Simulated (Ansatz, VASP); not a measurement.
# TiSi in VASP and in Ansatz

INCAR

```
SYSTEM = TiSi
ALGO = Normal
EDIFF = 1E-6
ENCUT = 520
GGA = PS
ISIF = 2
ISMEAR = 0
LASPH = .TRUE.
LCHARG = .FALSE.
LREAL = .FALSE.
LWAVE = .FALSE.
NBANDS = 15
NELM = 100
PREC = Accurate
SIGMA = 0.15
```

KPOINTS

```
k-points
0
G
  18 18 12
  0 0 0
```

File POSCAR:

```
TiSi
1.0
    1.7616926600     -2.0540952800      0.0000000000
    1.7616926600      2.0540952800      0.0000000000
    0.0000000000      0.0000000000      3.9180520200
Ti Si
1 1
Direct
    0.5000000000      0.5000000000      0.0000000000
    0.0000000000      0.0000000000      0.5000000000
```

Input for Ansatz:

```yaml
crystal:
  lattice:
    - [1.76169266, -2.05409528, 0.0]
    - [1.76169266, 2.05409528, 0.0]
    - [0.0, 0.0, 3.91805202]
  atoms:
    - { symbol: Ti, position: [0.5, 0.5, 0.0] }
    - { symbol: Si, position: [0.0, 0.0, 0.5] }
basis:
  ecutwfc: 420
kpoints:
  mp_grid: { grid: [18, 18, 12] }
hamiltonian:
  xc: pbesol
scf:
  occupations: { method: gaussian, width: 0.15 }
output:
  forces: true
  stress: true
  eigenvalues: true
```

Change from the starting cell: strain -0.030 along x and y, +0.030 along z, atoms carried along.

Alike in both runs: task single point; functional PBEsol; k mesh 18 × 18 × 12; occupations gaussian, width 0.15 eV; no spin polarisation.

|  | VASP | Ansatz |
| --- | --- | --- |
| version | VASP 6.6.1 | Ansatz 0.2.0 |
| potentials or method | VASP PAW PBE potentials, release 64 (Ti_sv, Si), cutoff 520 eV | scalar-relativistic, plane waves, PAW |
| valence electrons in the cell | 16 | 16 |

Ansatz gave:

| Property | Result |
| --- | --- |
| gap on the k mesh at the Fermi level (eV) | none |
| pressure (GPa) | -1.0 |
| traceless stress, the component that is largest in VASP (GPa) | -4.27 |

Problem. What did VASP give for the same quantities?

Solution. gap on the k mesh at the Fermi level (eV): none; pressure (GPa): -1.0; traceless stress, the component that is largest in VASP (GPa): -4.20.

VASP's potentials were made for PBE, not for PBEsol. A gap of «none» marks a metal or a gap that the smearing closes. The functional is the same, so the differences come from potentials, cutoffs and numerics.
